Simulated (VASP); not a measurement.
LiBBr4:

```
Li B Br
1.0
     5.24700    0.00000    0.00000
     0.00000    5.24700    0.00000
     0.00000    0.00000    7.74949
Li B Br
1 1 4
Direct
  0.00000 0.00000 0.00000
  0.50000 0.50000 0.50000
  0.00000 0.00000 0.65804
  0.50000 0.00000 0.00000
  0.00000 0.50000 0.00000
  0.00000 0.00000 0.34196
```

- Program: VASP 6.6.1
- Task: relaxation of cell and atoms
- Functional: PBE
- Potentials or basis: VASP PAW PBE potentials, release 64 (Li_sv, B, Br)
- Cutoff: 600 eV
- k mesh: 8 × 8 × 6
- Occupations: gaussian, width 0.1 eV
- Spin: no spin polarisation

At the start: pressure -0.4 GPa; volume 35.56 Å³/atom.

Where does the relaxation end?

Over 13 steps the energy falls by 81.1 meV/atom and the volume is 33.19 Å³/atom (-6.7 %); space group P4/mmm (No. 123, to 0.05 Å).

Step by step:
```csv
step,energy change (eV),largest force (eV/Å),pressure (GPa),volume (Å³)
1,0.0000,0.1773,-0.36,213.35
2,-0.1209,0.1631,-0.46,210.79
3,-0.3749,0.0505,-0.30,202.04
4,-0.2159,0.0686,2.73,180.45
5,-0.4501,0.2526,0.17,196.37
6,-0.4624,0.3012,0.79,191.10
7,-0.4657,0.3107,0.63,192.35
8,-0.4830,0.1554,-0.05,199.14
9,-0.4857,0.0426,0.12,197.27
10,-0.4857,0.0360,0.13,197.18
11,-0.4867,0.0175,0.03,198.60
12,-0.4868,0.0125,0.01,198.99
13,-0.4869,0.0099,0.01,199.14
```

Final structure:
```
Li B Br
1.0
     4.67789    0.00000    0.00000
     0.00000    4.67789    0.00000
     0.00000    0.00000    9.10020
Li B Br
1 1 4
Direct
  0.00000 0.00000 0.00000
  0.50000 0.50000 0.50000
  0.00000 0.00000 0.65201
  0.50000 0.00000 0.00000
  0.00000 0.50000 0.00000
  0.00000 0.00000 0.34799
```

Caveat: the cutoff is under 1.25 times the usual one of these potentials, so pressure, stress and relaxed cells hold a basis-set (Pulay) error.
